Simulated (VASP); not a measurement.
FeO: phonons with PBE+U

FeO:

```
Fe O
1.0
     1.59439    0.92052    2.50122
    -1.59439    0.92052    2.50122
     0.00000   -1.84104    2.50122
Fe O
1 1
Direct
  0.00000 0.00000 0.00000
  0.50000 0.50000 0.50000
```

| Quantity | Value |
| --- | --- |
| Program | VASP 6.6.1 |
| Task | phonons |
| Functional | PBE |
| Potentials or basis | VASP PAW PBE potentials, release 64 (Fe, O) |
| Cutoff | 520 eV |
| k mesh | 12 × 12 × 12 |
| Occupations | gaussian, width 0.02 eV |
| Spin | collinear spin, ferromagnetic start |
| Starting moments | [3.91, 0.17] μB |
| Hubbard terms | Fe d U = 5.3 eV |
| Dipole correction | no |
| Further INCAR settings | ALGO = Normal; EDIFF = 1e-08; NBANDS = 18; IBRION = 6; POTIM = 0.015; NSW = 1 |

```json
{"Net moment": "4.00 μB per cell", "Site moments": "Fe +3.85; O +0.16 μB", "Valence electrons inside the program's atomic spheres": "Fe 6.62; O 4.97", "Highest phonon frequency at Γ, LO-TO splitting left out": "268 cm⁻¹"}
```

Phonon frequencies in cm⁻¹ (negative: imaginary):
```csv
q point,frequencies
"(0.000, 0.000, 0.000)",0 0 0 242 242 268
```

Eigenvalues of the final occupation matrices:
```
    site  spin  trace               eigenvalues
site 1 d     1   4.93  0.97 0.97 0.97 1.01 1.01
site 1 d     2   1.13  0.04 0.08 0.08 0.46 0.46
```

Wall time 17 min on 1 thread of AMD EPYC 9R45 96-Core Processor (Zen 5), on a shared host, peak memory 0.55 GiB.

Caveat: the cell stands under pressure or tension, which shifts response properties; a cell with one magnetic atom can't hold antiferromagnetic order, which such compounds often take. The state reached can hang on the start; a lower one may exist.
